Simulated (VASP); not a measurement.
Yb, 1 atom in the cell. The structure is cubic, space group Pm-3m (No. 221). The conventional cell has a = 3.617 Å, b = 3.617 Å, c = 3.617 Å, α = 90.00°, β = 90.00°, γ = 90.00°. Within 4.8 Å of Yb (site symmetry m-3m) lie 6 Yb at 3.62 Å.  This cell differs from its parent crystal: volume scaled by 1.12.

```yaml
Program: VASP 6.6.1
Task: single point
Functional: revPBE
Potentials_or_basis: VASP PAW PBE potentials, release 64 (Yb)
Cutoff: 520 eV
k_mesh: 10 × 10 × 10
Occupations: fermi-dirac, width 0.1 eV
Spin: no spin polarisation
Dipole_correction: no
Further_INCAR_settings: ALGO = Normal; EDIFF = 1e-06; NBANDS = 18
```

Potentials or basis: VASP PAW PBE potentials, release 64 (Yb).

The run is started by

```bash
$ cat potpaw_PBE.64/Yb/POTCAR > POTCAR
$ mpirun -np 1 vasp_std > vasp.out
```

Hardware: 1 thread of Intel(R) Xeon(R) Platinum 8259CL CPU @ 2.50GHz (Skylake/Cascade Lake), on a shared host.

Problem. How long does it take, and how much memory?

Solution. Run time: 77 s on 1 thread of Intel(R) Xeon(R) Platinum 8259CL CPU @ 2.50GHz (Skylake/Cascade Lake), on a shared host, peak memory 0.2 GiB. Counts: scf iterations 23, k points 56.
